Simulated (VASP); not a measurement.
# Mg (P6_3/mmc) in VASP: notebook, part 2 of 2

VASP 6.6.1. The steps go on from the part before.

## (4) Single point, PBEsol (volume scaled by 0.920)

Input file INCAR:

```
SYSTEM = Mg
PREC     = Accurate       ! precision mode
ENCUT    = 520            ! plane-wave cutoff, eV
EDIFF    = 1E-6           ! SCF threshold, eV
ISMEAR   = 0              ! smearing method
SIGMA    = 0.05           ! smearing width, eV
LREAL    = .FALSE.        ! projectors in reciprocal space
LASPH    = .TRUE.         ! aspherical terms in the spheres
NELM     = 80             ! most SCF steps
ALGO     = Normal         ! electronic algorithm
ISIF     = 2              ! what is computed and relaxed
LWAVE    = .FALSE.        ! write WAVECAR
LCHARG   = .FALSE.        ! write CHGCAR
GGA      = PS             ! functional
NBANDS   = 9              ! bands
```

Input file KPOINTS:

```
Automatic mesh
0
G
  16 16 10
  0 0 0
```

Input file POSCAR:

```
Mg
1.0
    3.0898934931      0.0000000000      0.0000000000
   -1.5449467465      2.6759262600      0.0000000000
    0.0000000000      0.0000000000      5.0095613264
Mg
2
Direct
    0.3333333333      0.6666666667      0.2500000000
    0.6666666667      0.3333333333      0.7500000000
```

Potentials or basis: VASP PAW PBE potentials, release 64 (Mg).

Started as:

```sh
$ cat potpaw_PBE.64/Mg/POTCAR > POTCAR
$ mpirun -np 1 vasp_std > vasp.out
```

OUTCAR:

```text
SYSTEM = Mg
   PREC = Accurate
   ENCUT = 520
   EDIFF = 1E-6
   ISMEAR = 0
   LREAL = .FALSE.
   LASPH = .TRUE.
   NELM = 80
   ISIF = 2
   GGA = PS

 ion  position               nearest neighbor table
   1  0.333  0.667  0.250-   2 3.08   2 3.08   2 3.08   2 3.08   2 3.08   2 3.08
   2  0.667  0.333  0.750-   1 3.08   1 3.08   1 3.08   1 3.08   1 3.08   1 3.08

  LATTYP: Found a hexagonal cell.
 ALAT       =     3.0898934931
 C/A-ratio  =     1.6212731402

  Lattice vectors:

[... 479 lines left out ...]

  FORCE on cell =-STRESS in cart. coord.  units (eV):
  Direction    XX          YY          ZZ          XY          YZ          ZX
  --------------------------------------------------------------------------------------
  -------------------------------------------------------------------------------------
  Total        0.9636615      0.9636615      0.9403074      0.0000000      0.0000000      0.0000000
  in kB       37.2750094     37.2750094     36.3716564      0.0000000      0.0000000      0.0000000
  external PRESSURE =      36.9738917 kB  Pullay stress =       0.0000000 kB

 VOLUME and BASIS-vectors are now :
 -----------------------------------------------------------------------------
  energy-cutoff  :      520.00
  volume of cell :       41.42
      direct lattice vectors                 reciprocal lattice vectors
     3.089893493  0.000000000  0.000000000     0.323635751  0.186851188  0.000000000
    -1.544946746  2.675926260  0.000000000     0.000000000  0.373702375  0.000000000
     0.000000000  0.000000000  5.009561326     0.000000000  0.000000000  0.199618277

 POSITION                                       TOTAL-FORCE (eV/Angst)
 -----------------------------------------------------------------------------------
     -0.00000      1.78395      1.25239        -0.000000     -0.000000      0.000000
      1.54495      0.89198      3.75717         0.000000      0.000000     -0.000000
 -----------------------------------------------------------------------------------
    total drift:                                0.000000     -0.000000      0.000000

  FREE ENERGIE OF THE ION-ELECTRON SYSTEM (eV)
  ---------------------------------------------------
  free  energy   TOTEN  =        -3.4032324149 eV

  energy  without entropy=       -3.4022892179  energy(sigma->0) =       -3.40276082
```

OSZICAR:

```text
N       E                     dE             d eps       ncg     rms          rms(c)
DAV:   1    -0.465524732526E+00   -0.46552E+00   -0.13821E+03  3240   0.324E+02
DAV:   2    -0.338133745613E+01   -0.29158E+01   -0.28383E+01  4433   0.282E+01
DAV:   3    -0.342383850624E+01   -0.42501E-01   -0.42302E-01  4167   0.289E+00
DAV:   4    -0.342396333719E+01   -0.12483E-03   -0.12482E-03  4218   0.158E-01
DAV:   5    -0.342396396432E+01   -0.62713E-06   -0.62715E-06  4069   0.991E-03    0.949E-01
DAV:   6    -0.341279548856E+01    0.11168E-01   -0.37098E-04  3720   0.130E-01    0.604E-01
DAV:   7    -0.340323398787E+01    0.95615E-02   -0.15484E-03  3380   0.232E-01    0.294E-02
DAV:   8    -0.340323264473E+01    0.13431E-05   -0.16180E-05  4570   0.239E-02    0.615E-03
DAV:   9    -0.340323241486E+01    0.22987E-06   -0.90151E-07  3565   0.436E-03
   1 F= -.34032324E+01 E0= -.34027608E+01  d E =-.943197E-03
```

stdout:

```text
POSCAR found type information on POSCAR Mg
 POSCAR found :  1 types and       2 ions
 scaLAPACK will be used
 -----------------------------------------------------------------------------
|                                                                             |
|                                                                             |
|     You enforced a specific xc type in the INCAR file but a different       |
|     I HOPE YOU KNOW WHAT YOU ARE DOING!                                     |
|                                                                             |
 -----------------------------------------------------------------------------

 LDA part: xc-table for (Slater+PW92), standard interpolation
 POSCAR, INCAR and KPOINTS ok, starting setup
 FFT: planning ... GRIDC
 FFT: planning ... GRID_SOFT
 FFT: planning ... GRID
 WAVECAR not read
 entering main loop
```

Run time: 25 s. Hardware: 1 thread of Intel Xeon 6975P-C (Granite Rapids), shared host; peak memory 0.2 GiB.

Results:

```yaml
Free_energy: -3.4032 eV
Pressure: 3.7 GPa
Band_gap_on_the_k_mesh: zero (band 2 reaches 4.17 eV, above the bottom of band 3 at 1.93 eV)
```

Stress tensor (GPa, compression positive):
```
3.73 0.00 0.00
0.00 3.73 0.00
0.00 0.00 3.64
```

Levels at points of the mesh, in eV from the Fermi level:
| k point | band 1 | band 2 | band 3 | band 4 | band 5 | band 6 | band 7 |
| --- | --- | --- | --- | --- | --- | --- | --- |
| (0.00, 0.00, 0.00) | -7.40 | -1.86 | -1.23 | 11.50 | 11.50 | 11.83 | 11.83 |
| (0.50, 0.00, 0.00) | -2.35 | -2.24 | 2.80 | 3.04 | 3.58 | 3.95 | 7.39 |
| (0.00, 0.00, 0.50) | -5.91 | -5.91 | 5.35 | 5.35 | 12.26 | 12.26 | 12.26 |
| (0.50, 0.00, 0.50) | -1.23 | -1.23 | -0.43 | -0.43 | 8.36 | 8.36 | 8.62 |

Caveat: the PAW data sets were made with another functional, which shifts forces and pressure a little.

## (5) Overview

```tsv
cell	k mesh	gap on the mesh (eV)	pressure (GPa)
a = 3.046, b = 3.046, c = 4.931 Å, angles 90.0, 90.0, 120.0°, 2 atoms	16 × 16 × 10	none	6.2
a = 2.851, b = 2.851, c = 4.604 Å, angles 90.0, 90.0, 120.0°, 2 atoms	18 × 18 × 10	none	23.6
a = 3.090, b = 3.090, c = 5.010 Å, angles 90.0, 90.0, 120.0°, 2 atoms	16 × 16 × 10	none	3.7
```

Alike in all rows: task single point; level PBEsol; potentials or basis VASP PAW PBE potentials, release 64 (Mg); no spin polarisation; cutoff (eV) 520; smearing gaussian 0.05 eV.

Caveats: the PAW data sets were made with another functional, which shifts forces and pressure a little.

Total energies depend on the potentials used, so only differences within one code and one set of settings carry meaning.
